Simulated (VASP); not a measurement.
# SiC (Fm-3m) in VASP: a series of runs

Runs on SiC. Level: PBE. Tasks: single point.

All numbers are computed with VASP 6.6.1; they aren't measurements. Logs are shortened: lines on timing, memory, paths and dates and some standing lists are left out, and cuts for length are marked.

### 1 The cell of the first run

Symmetry: Fm-3m, No. 225, cubic system. The conventional cell has a = 4.032 Å, b = 4.032 Å, c = 4.032 Å, α = 90.00°, β = 90.00°, γ = 90.00°. C (site symmetry m-3m) has 6 Si at 2.02 Å within 2.7 Å. Si (site symmetry m-3m) has 6 C at 2.02 Å within 2.7 Å.

### 2 Single point, PBE

The input, INCAR:

```
SYSTEM = SiC
  PREC = Accurate
  ENCUT = 520
  EDIFF = 1E-6
  ISMEAR = 0
  SIGMA = 0.05
  LREAL = .FALSE.
  LASPH = .TRUE.
  NELM = 60
  ALGO = Normal
  ISIF = 2
  LWAVE = .FALSE.
  LCHARG = .FALSE.
  GGA = PE
  NBANDS = 11
```

The input, KPOINTS:

```
regular mesh
0
G
  8 8 8
  0 0 0
```

The input, POSCAR:

```
SiC
1.0
    0.0000000000      2.0160391274      2.0160391274
    2.0160391274      0.0000000000      2.0160391274
    2.0160391274      2.0160391274      0.0000000000
C Si
1 1
Direct
    0.0000000000      0.0000000000      0.0000000000
    0.5000000000      0.5000000000      0.5000000000
```

Potentials or basis: VASP PAW PBE potentials, release 64 (C, Si).

Launch:

```
$ cat potpaw_PBE.64/C/POTCAR potpaw_PBE.64/Si/POTCAR > POTCAR
$ mpirun -np 1 vasp_std > vasp.out
```

OUTCAR:

```text
SYSTEM = SiC
   PREC = Accurate
   ENCUT = 520
   EDIFF = 1E-6
   ISMEAR = 0
   LREAL = .FALSE.
   LASPH = .TRUE.
   NELM = 60
   ISIF = 2
   GGA = PE

 ion  position               nearest neighbor table
   1  0.000  0.000  0.000-   2 2.02   2 2.02   2 2.02   2 2.02   2 2.02   2 2.02
   2  0.500  0.500  0.500-   1 2.02   1 2.02   1 2.02   1 2.02   1 2.02   1 2.02

  LATTYP: Found a face centered cubic cell.
 ALAT       =     4.0320782548

  Lattice vectors:

 A1 = (   0.0000000000,   2.0160391274,   2.0160391274)
 A2 = (   2.0160391274,   0.0000000000,   2.0160391274)
 A3 = (   2.0160391274,   2.0160391274,   0.0000000000)

Analysis of symmetry for initial positions (statically):
=====================================================================
 Subroutine PRICEL returns:
 Original cell was already a primitive cell.

 Routine SETGRP: Setting up the symmetry group for a
 face centered cubic supercell.

 Subroutine GETGRP returns: Found 48 space group operations
 (whereof 48 operations were pure point group operations)
 out of a pool of 48 trial point group operations.

The static configuration has the point symmetry O_h .

Analysis of symmetry for dynamics (positions and initial velocities):
=====================================================================
 Subroutine PRICEL returns:
 Original cell was already a primitive cell.

 Routine SETGRP: Setting up the symmetry group for a
 face centered cubic supercell.

 Subroutine GETGRP returns: Found 48 space group operations
 (whereof 48 operations were pure point group operations)
 out of a pool of 48 trial point group operations.

The dynamic configuration has the point symmetry O_h .

 Subroutine INISYM returns: Found 48 space group operations
 (whereof 48 operations are pure point group operations),
 and found     1 'primitive' translations

----------------------------------------------------------------------------------------

                                     Primitive cell

  volume of cell :      16.3880

  direct lattice vectors                    reciprocal lattice vectors
     0.000000000  2.016039127  2.016039127    -0.248011060  0.248011060  0.248011060
     2.016039127  0.000000000  2.016039127     0.248011060 -0.248011060  0.248011060
     2.016039127  2.016039127  0.000000000     0.248011060  0.248011060 -0.248011060

  length of vectors
     2.851109876  2.851109876  2.851109876     0.429567756  0.429567756  0.429567756

  position of ions in fractional coordinates (direct lattice)
     0.000000000  0.000000000  0.000000000
     0.500000000  0.500000000  0.500000000

  ion indices of the primitive-cell ions
   primitive index   ion index
                 1           1
                 2           2

----------------------------------------------------------------------------------------

 KPOINTS: regular mesh

Automatic generation of k-mesh.
 Grid dimensions read from file:
 generate k-points for:    8    8    8

 Generating k-lattice:

  Cartesian coordinates                     Fractional coordinates (reciprocal lattice)
    -0.031001382  0.031001382  0.031001382     0.125000000  0.000000000  0.000000000
     0.031001382 -0.031001382  0.031001382     0.000000000  0.125000000  0.000000000
     0.031001382  0.031001382 -0.031001382     0.000000000  0.000000000  0.125000000

  Length of vectors
     0.053695969  0.053695969  0.053695969

  Shift w.r.t. Gamma in fractional coordinates (k-lattice)
     0.000000000  0.000000000  0.000000000

 Subroutine IBZKPT returns following result:
 ===========================================

 Found     29 irreducible k-points:

 Following reciprocal coordinates:
            Coordinates               Weight
  0.000000  0.000000  0.000000      1.000000
  0.125000  0.000000  0.000000      8.000000
  0.250000  0.000000  0.000000      8.000000
  0.375000  0.000000  0.000000      8.000000
  0.500000  0.000000  0.000000      4.000000
  0.125000  0.125000  0.000000      6.000000
[... 16 lines left out ...]
  0.500000  0.250000  0.125000     48.000000
 -0.375000  0.250000  0.125000     24.000000
 [... further k-points ...]
   k-points           NKPTS =     29   k-points in BZ     NKDIM =     29   number of bands    NBANDS=     11
   number of dos      NEDOS =    301   number of ions     NIONS =      2
   total plane-waves  NPLWV =  13824
   dimension x,y,z NGX =    24 NGY =   24 NGZ =   24
   dimension x,y,z NGXF=    48 NGYF=   48 NGZF=   48
   ions per type =               1   1
   NGX,Y,Z   is equivalent  to a cutoff of  13.99, 13.99, 13.99 a.u.
   NGXF,Y,Z  is equivalent  to a cutoff of  27.99, 27.99, 27.99 a.u.
 SYSTEM =  SiC
   PREC   = accura    normal or accurate (medium, high low for compatibility)
   ISTART =      0    job   : 0-new  1-cont  2-samecut
   ICHARG =      2    charge: 1-file 2-atom 10-const
   ISPIN  =      1    spin polarized calculation?
   LNONCOLLINEAR =      F non collinear calculations
   LSORBIT =      F    spin-orbit coupling
   LASPH  =      T    aspherical Exc in radial PAW
   ENCUT  =  520.0 eV  38.22 Ry    6.18 a.u.   5.30  5.30  5.30*2*pi/ulx,y,z
   NELM   =     60;   NELMIN=  2; NELMDL= -5     # of ELM steps
   EDIFF  = 0.1E-05   stopping-criterion for ELM
   LREAL  =      F    real-space projection
   EDIFFG = 0.1E-04   stopping-criterion for IOM
   NSW    =      0    number of steps for IOM
   IBRION =     -1    ionic relax: 0-MD 1-quasi-New 2-CG
   NFREE  =      0    steps in history (QN), initial steepest desc. (CG)
   ISIF   =      2    stress and relaxation
   ISYM   =      2    0-nonsym 1-usesym 2-fastsym
   POTIM  = 0.5000    time-step for ionic-motion
   TEBEG  =    0.0;   TEEND  =   0.0 temperature during run
   PSTRESS=    0.0 pullay stress
   NELECT =       8.0000    total number of electrons
   NUPDOWN=      -1.0000    fix difference up-down
   EMIN   =  10.00;   EMAX   =-10.00  energy-range for DOS
   EFERMI =   0.00;   METHOD = LEGACY
   ISMEAR =     0;   SIGMA  =   0.05  broadening in eV -4-tet -1-fermi 0-gaus
   EFERMI_NEDOS =   21; number of points for ismear=-14 and -15
   IALGO  =     38    algorithm
   IMIX   =      4    mixing-type and parameters
     AMIX     =   0.40;   BMIX     =  1.00
     AMIX_MAG =   1.60;   BMIX_MAG =  1.00
  volume/ion in A,a.u.               =       8.19        55.30
  Fermi-wavevector in a.u.,A,eV,Ry     =   1.289029  2.435911 22.607367  1.661595
  Thomas-Fermi vector in A             =   2.420946
   LORBIT       =      0    0 simple, 1 ext, 2 COOP (PROOUT), +10 PAW based schemes
   GGA     = PE    functional components
   LHFCALC =     F    Hartree Fock is set to
   AEXX    =    0.0000 exact exchange contribution
   IVDW    =     0    specifies the selected vdW correction
   LEPSILON=     F    determine dielectric tensor
   LRPA    =     F    only Hartree local field effects (RPA)
 non-spin polarized calculation
 Gauss-broadening in eV      SIGMA  =   0.05
  energy-cutoff  :      520.00
  volume of cell :       16.39
 maximum number of plane-waves:       459
 NGX is ok and might be reduce to    24
   NGX = 11   NGY = 11   NGZ = 11

 number of electron       8.0000000 magnetization

 Free energy of the ion-electron system (eV)
  ---------------------------------------------------
  ext. energy  EPLUGINS =         0.00000000
  ---------------------------------------------------
  free energy    TOTEN  =       -13.56625737 eV

  energy without entropy =      -13.56558784  energy(sigma->0) =      -13.56592260

 E-fermi :  12.6298     XC(G=0): -12.7526

 val. band max:       12.5931823861   @ k =   0.0000   0.0000   0.0000
 cond. band min:      12.6495258916   @ k =  -0.1250   0.1250   0.0000
 fundamental gap:      0.0563435055
 Fermi energy:        12.6298370709

 k-point     1 :       0.0000    0.0000    0.0000
  band No.  band energies     occupation
      1      -6.0203      2.00000
      2      12.5932      1.70015
      3      12.5932      1.70015
      4      12.5932      1.70015
      5      20.2860      0.00000
      6      21.5408      0.00000
      7      21.5408      0.00000
      8      21.5408      0.00000
      9      25.4622      0.00000
     10      25.4622      0.00000
     11      25.4622      0.00000

 k-point     2 :       0.1250    0.0000    0.0000
  band No.  band energies     occupation
      1      -5.6374      2.00000
      2      10.6988      2.00000
      3      12.3677      2.00000
      4      12.3677      2.00000
      5      20.2255      0.00000
      6      21.8551      0.00000
      7      21.8699      0.00000
      8      21.8699      0.00000
      9      23.2948      0.00000
     10      23.2948      0.00000
     11      25.1099      0.00000

 k-point     3 :       0.2500    0.0000    0.0000
  band No.  band energies     occupation
      1      -4.4998      2.00000
      2       7.0742      2.00000
      3      11.9361      2.00000
      4      11.9361      2.00000
      5      19.2636      0.00000
      6      19.9756      0.00000
      7      19.9756      0.00000
      8      23.2571      0.00000
      9      24.8031      0.00000
     10      25.0922      0.00000
     11      25.0922      0.00000

 k-point     4 :       0.3750    0.0000    0.0000
  band No.  band energies     occupation
      1      -2.6577      2.00000
      2       3.4436      2.00000
      3      11.6165      2.00000
      4      11.6165      2.00000
      5      18.4452      0.00000
      6      18.4452      0.00000
      7      18.7303      0.00000
      8      22.6935      0.00000
      9      26.5458      0.00000
     10      28.3053      0.00000
     11      28.3053      0.00000

 k-point     5 :       0.5000    0.0000    0.0000
  band No.  band energies     occupation
      1      -0.7942      2.00000
      2       0.9517      2.00000
      3      11.5092      2.00000
      4      11.5092      2.00000
      5      17.9096      0.00000
      6      17.9096      0.00000
      7      18.5825      0.00000
      8      22.3367      0.00000
      9      27.5338      0.00000
     10      30.6104      0.00000
     11      30.6104      0.00000
[... 211 lines left out ...]
 k-point    21 :       0.5000    0.5000    0.0000
  band No.  band energies     occupation
      1       1.0032      2.00000
      2       2.6743      2.00000
      3       8.2381      2.00000
      4       8.2381      2.00000
      5      11.7377      2.00000
      6      15.0699      0.00000
      7      27.6071      0.00000
      8      27.6071      0.00000
      9      27.8465      0.00000
     10      31.5859      0.00000
     11      35.8802      0.00000

 k-point    22 :       0.3750    0.2500    0.1250
  band No.  band energies     occupation
      1      -3.5035      2.00000
      2       7.2500      2.00000
      3       8.4920      2.00000
      4      11.0369      2.00000
      5      16.6714      0.00000
      6      19.4413      0.00000
      7      21.1451      0.00000
      8      23.7009      0.00000
      9      25.2391      0.00000
     10      28.7891      0.00000
     11      29.6331      0.00000

 k-point    23 :       0.5000    0.2500    0.1250
  band No.  band energies     occupation
      1      -1.6996      2.00000
      2       4.2939      2.00000
      3       7.7921      2.00000
      4       9.8905      2.00000
      5      16.5823      0.00000
      6      19.5666      0.00000
      7      21.3794      0.00000
      8      24.0561      0.00000
      9      26.5674      0.00000
     10      29.3189      0.00000
     11      30.6462      0.00000

 k-point    24 :      -0.3750    0.2500    0.1250
  band No.  band energies     occupation
      1       0.0541      2.00000
      2       1.9861      2.00000
      3       7.8219      2.00000
      4       9.2673      2.00000
      5      16.6333      0.00000
      6      18.9626      0.00000
      7      22.4662      0.00000
      8      24.9679      0.00000
      9      27.0162      0.00000
     10      27.7226      0.00000
     11      31.5184      0.00000

 [... further k-points ...]
[... 5 lines left out ...]
  --------------------------------------------------------------------------------------
  -------------------------------------------------------------------------------------
  Total        0.5481558      0.5481558      0.5481558      0.0000000     -0.0000000      0.0000000
  in kB       53.5904932     53.5904932     53.5904932      0.0000000     -0.0000000      0.0000000
  external PRESSURE =      53.5904932 kB  Pullay stress =       0.0000000 kB

 VOLUME and BASIS-vectors are now :
 -----------------------------------------------------------------------------
  energy-cutoff  :      520.00
  volume of cell :       16.39
      direct lattice vectors                 reciprocal lattice vectors
     0.000000000  2.016039127  2.016039127    -0.248011060  0.248011060  0.248011060
     2.016039127  0.000000000  2.016039127     0.248011060 -0.248011060  0.248011060
     2.016039127  2.016039127  0.000000000     0.248011060  0.248011060 -0.248011060

 POSITION                                       TOTAL-FORCE (eV/Angst)
 -----------------------------------------------------------------------------------
      0.00000      0.00000      0.00000         0.000000     -0.000000      0.000000
      2.01604      2.01604      2.01604        -0.000000      0.000000     -0.000000
 -----------------------------------------------------------------------------------
    total drift:                                0.000000     -0.000000     -0.000000

  FREE ENERGIE OF THE ION-ELECTRON SYSTEM (eV)
  ---------------------------------------------------
  free  energy   TOTEN  =       -13.5662573686 eV

  energy  without entropy=      -13.5655878390  energy(sigma->0) =      -13.56592260
```

Run time: 8.9 s. Hardware: 1 thread of Intel Xeon 8259CL, shared host; peak memory 0.13 GiB.

What came out:

```yaml
Free_energy: -13.5663 eV
Pressure: 5.4 GPa
Band_gap_on_the_k_mesh: zero (band 4 reaches 12.65 eV, above the bottom of band 5 at 11.74 eV)
```

(Continued in part 2 of 2.)
